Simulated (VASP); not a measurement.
GaSb:

```
Ga Sb
1.0
     0.00000    3.05900    3.05900
     3.05900    0.00000    3.05900
     3.05900    3.05900    0.00000
Ga Sb
1 1
Cartesian
  0.0000 0.0000 0.0000
  4.5885 4.5885 4.5885
```

* Program: VASP 6.6.1
* Task: relaxation of cell and atoms
* Functional: LDA
* Potentials or basis: VASP PAW LDA potentials, release 64 (Ga_d, Sb)
* Cutoff: 600 eV
* k mesh: 12 × 12 × 12
* Occupations: gaussian, width 0.1 eV
* Spin: no spin polarisation

At the start: pressure -1.6 GPa; volume 28.62 Å³/atom.

Problem. How do energy, volume and symmetry change on relaxing?

Solution. Over 3 steps the energy falls by 4.4 meV/atom and the volume is 27.76 Å³/atom (-3.0 %); space group F-43m (No. 216, to 0.05 Å).

Step by step:
```
step  energy change (eV)  largest force (eV/Å)  pressure (GPa)  volume (Å³)
   1              0.0000                0.0000           -1.60        57.25
   2             -0.0076                0.0000            0.60        54.92
   3             -0.0088                0.0000            0.00        55.52
```

Final structure:
```xyz
2
Lattice="0.0000 3.0279 3.0279 3.0279 0.0000 3.0279 3.0279 3.0279 0.0000" Properties=species:S:1:pos:R:3 pbc="T T T"
Ga    0.0000    0.0000    0.0000
Sb    4.5419    4.5419    4.5419
```
